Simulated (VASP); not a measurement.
Ti3H, 4 atoms in the cell. The cell holds a slab with vacuum, 4 atoms: a = 2.819 Å, b = 2.819 Å, c = 21.326 Å, α = 90.00°, β = 90.00°, γ = 109.47°. 

```yaml
Program: VASP 6.6.1
Task: single point
Functional: PBE
Potentials_or_basis: VASP PAW PBE potentials, release 64 (Ti_sv, H)
Cutoff: 520 eV
k_mesh: 10 × 10 × 1
Occupations: gaussian, width 0.1 eV
Spin: no spin polarisation
Dipole_correction: yes
Further_INCAR_settings: ALGO = Normal; EDIFF = 1e-07; NBANDS = 26
```

Potentials or basis: VASP PAW PBE potentials, release 64 (Ti_sv, H).

Command:

```sh
$ cat potpaw_PBE.64/Ti_sv/POTCAR potpaw_PBE.64/H/POTCAR > POTCAR
$ mpirun -np 1 vasp_std > vasp.out
```

Hardware: 1 thread of Intel(R) Xeon(R) Platinum 8488C (Sapphire Rapids), on a shared host.

**Question.** How long does it take, and how much memory?

**Answer.** It took 4.3 min on 1 thread of Intel(R) Xeon(R) Platinum 8488C (Sapphire Rapids) (shared host), peak memory 0.33 GiB. Counts: scf iterations 30, k points 31.
